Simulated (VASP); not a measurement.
Wanted: the native input for a VASP 6.6.1 run.

```yaml
Task: relaxation of cell and atoms
Functional: PBE
Potentials_or_basis: VASP PAW PBE potentials, release 64 (Cs_sv)
Cutoff: 600 eV
k_mesh: 12 × 12 × 12
Occupations: gaussian, width 0.1 eV
Spin: no spin polarisation
Dipole_correction: no
Further_INCAR_settings: ALGO = Normal; EDIFF = 1e-07; IBRION = 2; EDIFFG = -0.01; NSW = 100; ISIF = 3
```

The structure of Cs lies in POSCAR:

```
Cs
1.0
    5.0445580121      0.0000000000      0.0000000000
    0.0000000000      5.0445580121      0.0000000000
    0.0000000000      0.0000000000      4.9066942198
Cs
1
Direct
    0.5000000000      0.5000000000      0.0000000000
```

These files were run (other wordings do the same):

INCAR

```
SYSTEM = Cs
ALGO = Normal
EDIFF = 1E-7
EDIFFG = -0.01
ENCUT = 600
GGA = PE
IBRION = 2
ISIF = 3
ISMEAR = 0
LASPH = .True.
LCHARG = .False.
LREAL = .False.
LWAVE = .False.
NELM = 100
NSW = 100
PREC = Accurate
SIGMA = 0.1
```

KPOINTS

```
k-points
0
Gamma
  12 12 12
  0 0 0
```

Potentials or basis: VASP PAW PBE potentials, release 64 (Cs_sv).

The run is started by

```sh
$ cat potpaw_PBE.64/Cs_sv/POTCAR > POTCAR
$ mpirun -np 1 vasp_std > vasp.out
```

It gave:

| Item | Value |
| --- | --- |
| Relaxed volume | 127.98 Å³/atom |
| Relaxed cell | a = 5.041 Å, b = 5.041 Å, c = 5.036 Å, α = 90.00°, β = 90.00°, γ = 90.00° |
| Space group after relaxing (to 0.05 Å) | Pm-3m (No. 221) |
| Energy gained by relaxing | 1.4 meV/atom |
| Ionic steps | 4 |
| Pressure after relaxing | 0.0 GPa |

Run time: 2.4 min on 1 thread of Intel(R) Xeon(R) 6975P-C (Granite Rapids), on a shared host, peak memory 0.43 GiB.
